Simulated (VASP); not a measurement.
A run of VASP 6.6.1 is set up as follows.

Contents of INCAR:

```
PREC     = Accurate       # precision mode
ENCUT    = 500            # plane-wave cutoff, eV
EDIFF    = 1E-7           # SCF threshold, eV
ISMEAR   = 0              # smearing method
SIGMA    = 0.1            # smearing width, eV
LREAL    = False          # projectors in reciprocal space
LASPH    = True           # aspherical terms in the spheres
NELM     = 120            # most SCF steps
ALGO     = Normal         # electronic algorithm
ISIF     = 3              # what is computed and relaxed
LWAVE    = False          # write WAVECAR
LCHARG   = False          # write CHGCAR
GGA      = PS             # functional
IBRION   = 2              # ionic algorithm
NSW      = 90             # ionic steps
EDIFFG   = -0.04          # ionic threshold
GGA_COMPAT= False        
NELMIN   = 4
```

File KPOINTS:

```
regular mesh
0
Gamma
  6 6 6
```

File POSCAR:

```
Pt
1.0
    2.5488412403      0.0000000000      0.0000000000
    0.0000000000      2.5488412403      0.0000000000
    0.0000000000      0.0000000000      2.5488412403
Pt
1
Direct
    0.0000000000      0.0000000000      0.0000000000
```

Potentials or basis: VASP PAW PBE potentials, release 64 (Pt).

Run with:

```sh
$ cat potpaw_PBE.64/Pt/POTCAR > POTCAR
$ mpirun -np 1 vasp_std > vasp.out
```

**Question.** Predict the relaxed cell.

**Answer.** a = 2.587 Å, b = 2.587 Å, c = 2.587 Å, α = 90.00°, β = 90.00°, γ = 90.00°.

**Question.** What does it give for the relaxed volume?

**Answer.** 17.32 Å³/atom.

**Question.** What does it give for the band gap on the k mesh?

**Answer.** Zero (bands 5 and 6 overlap by 3.19 eV).

**Question.** What does it give for the space group after relaxing (to 0.1 Å)?

**Answer.** Pm-3m (No. 221).

The path:
```csv
step,energy change (eV),largest force (eV/Å),pressure (GPa),volume (Å³)
1,0.0000,0.0000,11.11,16.56
2,0.1151,0.0000,-18.02,19.47
3,-0.0249,0.0000,-0.38,17.34
4,-0.0250,0.0000,-0.02,17.32
```

Caveat: the k points lie up to 0.40 Å⁻¹ apart in the final cell, too coarse for converged energies and pressures of a metal; the PAW data sets were made with another functional, which shifts forces and pressure a little; spin-orbit coupling is left out, which moves the levels of the heavy elements.
